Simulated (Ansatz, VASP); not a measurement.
## One calculation of LaSb, two programs

The input INCAR:

```
PREC = Accurate
ENCUT = 520
EDIFF = 1E-6
ISMEAR = 0
SIGMA = 0.1
LREAL = F
LASPH = T
NELM = 60
ALGO = Normal
ISIF = 2
LWAVE = F
LCHARG = F
GGA = CA
NBANDS = 15
```

KPOINTS

```
Automatic mesh
0
Gamma
  8 8 8
```

POSCAR

```
LaSb
1.0
    0.0000000000      3.2232208203      3.2232208203
    3.2232208203      0.0000000000      3.2232208203
    3.2232208203      3.2232208203      0.0000000000
La Sb
1 1
Direct
    0.0000000000      0.0000000000      0.0000000000
    0.5000000000      0.5000000000      0.5000000000
```

Input for Ansatz:

```yaml
crystal:
  lattice:
    - [0.0, 3.223220820290727, 3.223220820290727]
    - [3.223220820290727, 0.0, 3.223220820290727]
    - [3.223220820290727, 3.223220820290727, 0.0]
  atoms:
    - { symbol: La, position: [0.0, 0.0, 0.0] }
    - { symbol: Sb, position: [0.5, 0.5, 0.5] }
basis:
  ecutwfc: 510.0
kpoints:
  mp_grid:
    grid: [8, 8, 8]
hamiltonian:
  xc: lda
scf:
  occupations:
    method: gaussian
output:
  stress: true
```

Alike in both runs: task single point; functional LDA; k mesh 8 × 8 × 8; no spin polarisation.

```csv
,VASP,Ansatz
version,VASP 6.6.1,Ansatz 0.2.0
potentials or method,"VASP PAW LDA potentials, release 64 (La, Sb), cutoff 520 eV","plane waves, PAW"
occupations,"gaussian, width 0.1 eV",gaussian
valence electrons in the cell,16,26
```

|  | VASP | Ansatz | Ansatz less VASP |
| --- | --- | --- | --- |
| pressure (GPa) | -1.2 | -1.2 | -0.06 |

LDA's correlation is that of Perdew and Zunger in VASP and of Perdew and Wang (1992) in Ansatz. VASP's potentials hold 16 valence electrons a cell and Ansatz's 26, so a difference there can come from the potentials and not from the codes.

Neither program's run includes spin-orbit coupling.
